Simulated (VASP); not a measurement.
Crystal: Mo3W2.

```xyz
5
Lattice="0.0000 2.2433 11.2056 1.5851 0.0000 11.2056 1.5851 2.2433 0.0000" Properties=species:S:1:pos:R:3 pbc="T T T"
Mo    1.5851    2.2433   20.1812
Mo    1.5851    2.2433   11.2056
Mo    1.5851    2.2433    2.2301
W     1.5851    2.2433   15.6803
W     1.5851    2.2433    6.7310
```

Base run:

- Program: VASP 6.6.1
- Functional: PBE
- Potentials or basis: VASP PAW PBE potentials, release 64 (Mo_sv, W_sv)
- Cutoff: 520 eV
- k mesh: 14 × 14 × 14
- Occupations: gaussian, width 0.1 eV
- Spin: no spin polarisation

Its results: band gap on the k mesh zero (band 35 reaches 13.52 eV, above the bottom of band 36 at 10.93 eV); pressure 0.5 GPa; largest force 0.004 eV/Å.

Question: The run is repeated on the same cell with these changes: k mesh from 14 × 14 × 14 to 6 × 6 × 6; further incar settings from ALGO = Fast; EDIFF = 1e-06; NBANDS = 43 to ALGO = Fast; EDIFF = 1e-07; NBANDS = 43. What comes out?

Answer: Band gap on the k mesh zero (band 35 reaches 13.11 eV, above the bottom of band 36 at 11.02 eV); pressure -0.1 GPa; largest force 0.007 eV/Å.

Caveats: some runs use coarse meshes; spin-orbit coupling is left out, which moves the levels of the heavy elements.
